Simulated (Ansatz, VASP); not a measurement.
# Two plane-wave programs on AlO2

```
CELL_PARAMETERS angstrom
4.08182 0.00000 0.00000
0.00000 4.08182 0.00000
0.00000 0.00000 4.08182
ATOMIC_POSITIONS crystal
Al 0.00000 0.00000 0.00000
Al 0.50000 0.50000 0.50000
O 0.75000 0.25000 0.75000
O 0.25000 0.75000 0.75000
O 0.25000 0.25000 0.25000
O 0.75000 0.75000 0.25000
```

Alike in both runs: functional PBE; k mesh 10 × 10 × 10; occupations gaussian, width 0.1 eV; collinear spin.

Ansatz relaxed the structure, and its values are those at the end. VASP's run is a single point on that final structure, the one shown.

```csv
,VASP,Ansatz
version,VASP 6.6.1,Ansatz 0.2.0
potentials or method,"VASP PAW PBE potentials, release 64 (Al, O), cutoff 520 eV","scalar-relativistic, plane waves, PAW"
valence electrons in the cell,30,30
```

Ansatz gave:

```
gap on the k mesh at the Fermi level (eV) : none
pressure (GPa)                            : 0.0
net moment per atom (μB)                  : 0.33
```

**Question.** Which values does VASP return?

**Answer.** gap on the k mesh at the Fermi level (eV): none; pressure (GPa): -0.1; net moment per atom (μB): 0.33.

A gap of «none» marks a metal or a gap that the smearing closes.
